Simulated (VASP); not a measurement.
# Rb (Im-3m) in VASP: further runs, part 2 of 2

VASP 6.6.1. Earlier steps stand in the parts before.

## (3) Single point, PBEsol (86.61 Å³/atom)

This run uses another cell than the first one, of 86.61 Å³/atom.

Contents of INCAR:

```
  ALGO = Normal
  EDIFF = 1E-6
  ENCUT = 520
  GGA = PS
  ISIF = 2
  ISMEAR = -1
  LASPH = True
  LCHARG = False
  LREAL = False
  LWAVE = False
  NBANDS = 10
  NELM = 60
  PREC = Accurate
  SIGMA = 0.05
```

Contents of KPOINTS:

```
k-points
0
Gamma
  8 8 8
```

Contents of POSCAR:

```
Rb
1.0
   -2.7871672178      2.7871672178      2.7871672178
    2.7871672178     -2.7871672178      2.7871672178
    2.7871672178      2.7871672178     -2.7871672178
Rb
1
Direct
    0.0000000000      0.0000000000      0.0000000000
```

Potentials or basis: VASP PAW PBE potentials, release 64 (Rb_sv).

Run with:

```bash
> cat potpaw_PBE.64/Rb_sv/POTCAR > POTCAR
> mpirun -np 1 vasp_std > vasp.out
```

OUTCAR:

```text
EDIFF = 1E-6
   ENCUT = 520
   GGA = PS
   ISIF = 2
   ISMEAR = -1
   LASPH = True
   LREAL = False
   NELM = 60
   PREC = Accurate

 ion  position               nearest neighbor table
   1  0.000  0.000  0.000-

  LATTYP: Found a body centered cubic cell.
 ALAT       =     5.5743344356

  Lattice vectors:

 A1 = (  -2.7871672178,   2.7871672178,   2.7871672178)
 A2 = (   2.7871672178,  -2.7871672178,   2.7871672178)
 A3 = (   2.7871672178,   2.7871672178,  -2.7871672178)

Analysis of symmetry for initial positions (statically):
=====================================================================
 Subroutine PRICEL returns:
 Original cell was already a primitive cell.

 Routine SETGRP: Setting up the symmetry group for a
 body centered cubic supercell.

 Subroutine GETGRP returns: Found 48 space group operations
 (whereof 48 operations were pure point group operations)
 out of a pool of 48 trial point group operations.

The static configuration has the point symmetry O_h .

Analysis of symmetry for dynamics (positions and initial velocities):
=====================================================================
 Subroutine PRICEL returns:
 Original cell was already a primitive cell.

 Routine SETGRP: Setting up the symmetry group for a
 body centered cubic supercell.

 Subroutine GETGRP returns: Found 48 space group operations
 (whereof 48 operations were pure point group operations)
 out of a pool of 48 trial point group operations.

The dynamic configuration has the point symmetry O_h .

 Subroutine INISYM returns: Found 48 space group operations
 (whereof 48 operations are pure point group operations),
 and found     1 'primitive' translations

----------------------------------------------------------------------------------------

                                     Primitive cell

  volume of cell :      86.6062

  direct lattice vectors                    reciprocal lattice vectors
    -2.787167218  2.787167218  2.787167218     0.000000000  0.179393614  0.179393614
     2.787167218 -2.787167218  2.787167218     0.179393614  0.000000000  0.179393614
     2.787167218  2.787167218 -2.787167218     0.179393614  0.179393614  0.000000000

  length of vectors
     4.827515230  4.827515230  4.827515230     0.253700882  0.253700882  0.253700882

  position of ions in fractional coordinates (direct lattice)
     0.000000000  0.000000000  0.000000000

  ion indices of the primitive-cell ions
   primitive index   ion index
                 1           1

----------------------------------------------------------------------------------------

 KPOINTS: k-points

Automatic generation of k-mesh.
 Grid dimensions read from file:
 generate k-points for:    8    8    8

 Generating k-lattice:

  Cartesian coordinates                     Fractional coordinates (reciprocal lattice)
     0.000000000  0.022424202  0.022424202     0.125000000  0.000000000  0.000000000
     0.022424202  0.000000000  0.022424202     0.000000000  0.125000000  0.000000000
     0.022424202  0.022424202  0.000000000     0.000000000  0.000000000  0.125000000

  Length of vectors
     0.031712610  0.031712610  0.031712610

  Shift w.r.t. Gamma in fractional coordinates (k-lattice)
     0.000000000  0.000000000  0.000000000

 Subroutine IBZKPT returns following result:
 ===========================================

 Found     29 irreducible k-points:

 Following reciprocal coordinates:
            Coordinates               Weight
  0.000000  0.000000  0.000000      1.000000
  0.125000  0.000000  0.000000     12.000000
  0.250000  0.000000  0.000000     12.000000
  0.375000  0.000000  0.000000     12.000000
  0.500000  0.000000  0.000000      6.000000
  0.125000  0.125000  0.000000     24.000000
[... 16 lines left out ...]
 -0.250000  0.250000  0.250000      6.000000
 -0.375000  0.375000  0.250000     24.000000
 [... further k-points ...]
   k-points           NKPTS =     29   k-points in BZ     NKDIM =     29   number of bands    NBANDS=     10
   number of dos      NEDOS =    301   number of ions     NIONS =      1
   total plane-waves  NPLWV =  46656
   dimension x,y,z NGX =    36 NGY =   36 NGZ =   36
   dimension x,y,z NGXF=    72 NGYF=   72 NGZF=   72
   ions per type =               1
   NGX,Y,Z   is equivalent  to a cutoff of  12.40, 12.40, 12.40 a.u.
   NGXF,Y,Z  is equivalent  to a cutoff of  24.79, 24.79, 24.79 a.u.
 SYSTEM =  unknown system
   PREC   = accura    normal or accurate (medium, high low for compatibility)
   ISTART =      0    job   : 0-new  1-cont  2-samecut
   ICHARG =      2    charge: 1-file 2-atom 10-const
   ISPIN  =      1    spin polarized calculation?
   LNONCOLLINEAR =      F non collinear calculations
   LSORBIT =      F    spin-orbit coupling
   LASPH  =      T    aspherical Exc in radial PAW
   ENCUT  =  520.0 eV  38.22 Ry    6.18 a.u.   8.98  8.98  8.98*2*pi/ulx,y,z
   NELM   =     60;   NELMIN=  2; NELMDL= -5     # of ELM steps
   EDIFF  = 0.1E-05   stopping-criterion for ELM
   LREAL  =      F    real-space projection
   EDIFFG = 0.1E-04   stopping-criterion for IOM
   NSW    =      0    number of steps for IOM
   IBRION =     -1    ionic relax: 0-MD 1-quasi-New 2-CG
   NFREE  =      0    steps in history (QN), initial steepest desc. (CG)
   ISIF   =      2    stress and relaxation
   ISYM   =      2    0-nonsym 1-usesym 2-fastsym
   POTIM  = 0.5000    time-step for ionic-motion
   TEBEG  =    0.0;   TEEND  =   0.0 temperature during run
   PSTRESS=    0.0 pullay stress
   NELECT =       9.0000    total number of electrons
   NUPDOWN=      -1.0000    fix difference up-down
   EMIN   =  10.00;   EMAX   =-10.00  energy-range for DOS
   EFERMI =   0.00;   METHOD = LEGACY
   ISMEAR =    -1;   SIGMA  =   0.05  broadening in eV -4-tet -1-fermi 0-gaus
   EFERMI_NEDOS =   21; number of points for ismear=-14 and -15
   IALGO  =     38    algorithm
   IMIX   =      4    mixing-type and parameters
     AMIX     =   0.40;   BMIX     =  1.00
     AMIX_MAG =   1.60;   BMIX_MAG =  1.00
  volume/ion in A,a.u.               =      86.61       584.45
  Fermi-wavevector in a.u.,A,eV,Ry     =   0.769673  1.454470  8.060034  0.592396
  Thomas-Fermi vector in A             =   1.870712
   LORBIT       =      0    0 simple, 1 ext, 2 COOP (PROOUT), +10 PAW based schemes
   GGA     = PS    functional components
   LHFCALC =     F    Hartree Fock is set to
   AEXX    =    0.0000 exact exchange contribution
   IVDW    =     0    specifies the selected vdW correction
   LEPSILON=     F    determine dielectric tensor
   LRPA    =     F    only Hartree local field effects (RPA)
 non-spin polarized calculation
  energy-cutoff  :      520.00
  volume of cell :       86.61
 maximum number of plane-waves:      2382
   NGX = 17   NGY = 17   NGZ = 17

 number of electron       9.0000000 magnetization

 Free energy of the ion-electron system (eV)
  ---------------------------------------------------
  ext. energy  EPLUGINS =         0.00000000
  ---------------------------------------------------
  free energy    TOTEN  =        -1.02369524 eV

  energy without entropy =       -1.01297081  energy(sigma->0) =       -1.01833303

 E-fermi :   0.0771     XC(G=0):  -5.6454

 val. band max:        0.0378292990   @ k =   0.2500   0.2500   0.0000
 cond. band min:       0.1327187168   @ k =   0.3750   0.1250   0.0000
 fundamental gap:      0.0948894179
 Fermi energy:         0.0770538149

 k-point     1 :       0.0000    0.0000    0.0000
  band No.  band energies     occupation
      1     -28.7732      2.00000
      2     -12.8148      2.00000
      3     -12.8148      2.00000
      4     -12.8148      2.00000
      5      -1.9856      2.00000
      6       3.7818      0.00000
      7       3.7818      0.00000
      8       3.7818      0.00000
      9       4.7643      0.00000
     10       4.7643      0.00000
[... 287 lines left out ...]
 k-point    24 :      -0.3750    0.3750    0.2500
  band No.  band energies     occupation
      1     -28.7664      2.00000
      2     -12.9001      2.00000
      3     -12.8688      2.00000
      4     -12.8574      2.00000
      5       0.1718      0.26138
      6       1.7493      0.00000
      7       3.0414      0.00000
      8       3.0713      0.00000
      9       4.1646      0.00000
     10       5.3336      0.00000

 [... further k-points ...]

------------------------ aborting loop because EDIFF is reached ----------------------------------------

  FORCE on cell =-STRESS in cart. coord.  units (eV):
  Direction    XX          YY          ZZ          XY          YZ          ZX
  --------------------------------------------------------------------------------------
  -------------------------------------------------------------------------------------
  Total        0.0011798      0.0011798      0.0011798     -0.0000000      0.0000000     -0.0000000
  in kB        0.0218258      0.0218258      0.0218258     -0.0000000      0.0000000     -0.0000000
  external PRESSURE =       0.0218258 kB  Pullay stress =       0.0000000 kB

 VOLUME and BASIS-vectors are now :
 -----------------------------------------------------------------------------
  energy-cutoff  :      520.00
  volume of cell :       86.61
      direct lattice vectors                 reciprocal lattice vectors
    -2.787167218  2.787167218  2.787167218     0.000000000  0.179393614  0.179393614
     2.787167218 -2.787167218  2.787167218     0.179393614  0.000000000  0.179393614
     2.787167218  2.787167218 -2.787167218     0.179393614  0.179393614  0.000000000

 POSITION                                       TOTAL-FORCE (eV/Angst)
 -----------------------------------------------------------------------------------
      0.00000      0.00000      0.00000        -0.000000      0.000000     -0.000000
 -----------------------------------------------------------------------------------
    total drift:                               -0.000000      0.000000      0.000000

  FREE ENERGIE OF THE ION-ELECTRON SYSTEM (eV)
  ---------------------------------------------------
  free  energy   TOTEN  =        -1.0236952383 eV

  energy  without entropy=       -1.0129708142  energy(sigma->0) =       -1.01833303
```

OSZICAR:

```text
N       E                     dE             d eps       ncg     rms          rms(c)
DAV:   1     0.430012612063E+02    0.43001E+02   -0.33478E+03   580   0.658E+02
DAV:   2     0.166013977395E+01   -0.41341E+02   -0.40043E+02   638   0.129E+02
DAV:   3    -0.923488794355E+00   -0.25836E+01   -0.25781E+01   764   0.325E+01
DAV:   4    -0.102219002366E+01   -0.98701E-01   -0.98646E-01   774   0.594E+00
DAV:   5    -0.102396469494E+01   -0.17747E-02   -0.17746E-02   822   0.671E-01    0.120E+00
DAV:   6    -0.102341146928E+01    0.55323E-03   -0.23662E-03   808   0.271E-01    0.726E-01
DAV:   7    -0.102361146798E+01   -0.20000E-03   -0.38262E-03   810   0.349E-01    0.573E-02
DAV:   8    -0.102368840702E+01   -0.76939E-04   -0.14361E-04   678   0.103E-01    0.191E-02
DAV:   9    -0.102369544143E+01   -0.70344E-05   -0.10128E-05   856   0.223E-02    0.537E-03
DAV:  10    -0.102369523831E+01    0.20311E-06   -0.34801E-06   706   0.105E-02
   1 F= -.10236952E+01 E0= -.10183330E+01  d E =-.107244E-01
```

stdout:

```text
POSCAR found type information on POSCAR Rb
 POSCAR found :  1 types and       1 ions
 scaLAPACK will be used
 -----------------------------------------------------------------------------
|                                                                             |
|                                                                             |
|     You enforced a specific xc type in the INCAR file but a different       |
|     I HOPE YOU KNOW WHAT YOU ARE DOING!                                     |
|                                                                             |
 -----------------------------------------------------------------------------

 LDA part: xc-table for (Slater+PW92), standard interpolation
 POSCAR, INCAR and KPOINTS ok, starting setup
 FFT: planning ... GRIDC
 FFT: planning ... GRID_SOFT
 FFT: planning ... GRID
 WAVECAR not read
 entering main loop
```

Run time: 8.8 s. Hardware: 1 thread of Intel Xeon 6975P-C (Granite Rapids), shared host; peak memory 0.2 GiB.

Results:

```yaml
Free_energy: -1.0237 eV
Pressure: 0.0 GPa
Band_gap_on_the_k_mesh: zero (an odd number of electrons rules out a gap without spin polarisation)
```

Levels at points of the mesh, in eV from the Fermi level:
| k point | band 2 | band 3 | band 4 | band 5 | band 6 | band 7 |
| --- | --- | --- | --- | --- | --- | --- |
| (0.00, 0.00, 0.00) | -12.89 | -12.89 | -12.89 | -2.06 | 3.70 | 3.70 |
| (0.50, 0.00, 0.00) | -13.01 | -12.93 | -12.89 | 0.20 | 0.80 | 2.57 |
| (0.50, 0.50, 0.50) | -12.97 | -12.97 | -12.97 | 1.21 | 1.21 | 3.35 |

Caveat: the PAW data sets were made with another functional, which shifts forces and pressure a little.

## (4) Single point, PBEsol (84.84 Å³/atom)

This run uses another cell than the first one, of 84.84 Å³/atom.

Contents of INCAR:

```
SYSTEM = Rb
PREC = Accurate ; ENCUT = 520
EDIFF = 1E-6 ; ISMEAR = -1
SIGMA = 0.05 ; LREAL = .FALSE.
LASPH = .TRUE. ; NELM = 60
ALGO = Normal ; ISIF = 2
LWAVE = .FALSE. ; LCHARG = .TRUE.
GGA = PS ; LELF = .TRUE.
LVHAR = .TRUE. ; NBANDS = 10
```

Contents of KPOINTS:

```
regular mesh
0
G
  8 8 8
  0 0 0
```

Contents of POSCAR:

```
Rb
1.0
   -2.7680764322      2.7680764322      2.7680764322
    2.7680764322     -2.7680764322      2.7680764322
    2.7680764322      2.7680764322     -2.7680764322
Rb
1
Direct
    0.0000000000      0.0000000000      0.0000000000
```

Run with:

```bash
> cat potpaw_PBE.64/Rb_sv/POTCAR > POTCAR
> mpirun -np 1 vasp_std > vasp.out
```

Run time: 9.4 s. Hardware: 1 thread of Intel Xeon 6975P-C (Granite Rapids), shared host; peak memory 0.2 GiB.

It converged, with:

```
Free energy            : -1.0233 eV
Pressure               : 0.1 GPa
Band gap on the k mesh : zero (an odd number of electrons rules out a gap without spin polarisation)
```

Levels at points of the mesh, in eV from the Fermi level:
| k point | band 2 | band 3 | band 4 | band 5 | band 6 | band 7 |
| --- | --- | --- | --- | --- | --- | --- |
| (0.00, 0.00, 0.00) | -12.88 | -12.88 | -12.88 | -2.09 | 3.72 | 3.72 |
| (0.50, 0.00, 0.00) | -13.00 | -12.92 | -12.88 | 0.20 | 0.81 | 2.57 |
| (0.50, 0.50, 0.50) | -12.97 | -12.97 | -12.97 | 1.19 | 1.19 | 3.41 |

Caveat: the PAW data sets were made with another functional, which shifts forces and pressure a little.

## (5) Single point, PBEsol (87.49 Å³/atom)

This run uses another cell than the first one, of 87.49 Å³/atom.

Contents of INCAR:

```
ALGO = Normal
EDIFF = 1E-6
ENCUT = 520
GGA = PS
ISIF = 2
ISMEAR = -1
LASPH = True
LCHARG = False
LREAL = False
LWAVE = False
NBANDS = 10
NELM = 80
PREC = Accurate
SIGMA = 0.05
```

Contents of KPOINTS:

```
k-points
0
Gamma
  8 8 8
```

Contents of POSCAR:

```
Rb
1.0
   -2.7966153145      2.7966153145      2.7966153145
    2.7966153145     -2.7966153145      2.7966153145
    2.7966153145      2.7966153145     -2.7966153145
Rb
1
Direct
    0.0000000000      0.0000000000      0.0000000000
```

Run with:

```bash
> cat potpaw_PBE.64/Rb_sv/POTCAR > POTCAR
> mpirun -np 1 vasp_std > vasp.out
```

Run time: 10 s. Hardware: 1 thread of Intel Xeon 6975P-C (Granite Rapids), shared host; peak memory 0.2 GiB.

Results (log left out):

- Free energy: -1.0236 eV
- Pressure: 0.0 GPa
- Band gap on the k mesh: zero (an odd number of electrons rules out a gap without spin polarisation)

Levels at points of the mesh, in eV from the Fermi level:
| k point | band 1 | band 2 | band 3 | band 4 | band 5 | band 6 | band 7 | band 8 |
| --- | --- | --- | --- | --- | --- | --- | --- | --- |
| (0.00, 0.00, 0.00) | -28.86 | -12.90 | -12.90 | -12.90 | -2.05 | 3.70 | 3.70 | 3.70 |
| (0.50, 0.00, 0.00) | -28.85 | -13.01 | -12.93 | -12.90 | 0.21 | 0.79 | 2.57 | 4.32 |
| (0.50, 0.50, 0.50) | -28.85 | -12.98 | -12.98 | -12.98 | 1.22 | 1.22 | 3.32 | 3.32 |

Caveat: the PAW data sets were made with another functional, which shifts forces and pressure a little.

## (6) The runs side by side

| cell | gap on the mesh (eV) | pressure (GPa) |
| --- | --- | --- |
| a = 4.761 Å, angles 109.5°, 1 atom | none | 0.1 |
| a = 4.828 Å, angles 109.5°, 1 atom | none | 0.0 |
| a = 4.794 Å, angles 109.5°, 1 atom | none | 0.1 |
| a = 4.844 Å, angles 109.5°, 1 atom | none | 0.0 |

Alike in all rows: task single point; level PBEsol; potentials or basis VASP PAW PBE potentials, release 64 (Rb_sv); no spin polarisation; k mesh 8 × 8 × 8; cutoff (eV) 520; smearing fermi-dirac 0.05 eV.

Caveats: the PAW data sets were made with another functional, which shifts forces and pressure a little.

Absolute energies hang on the potentials; compare differences alone.
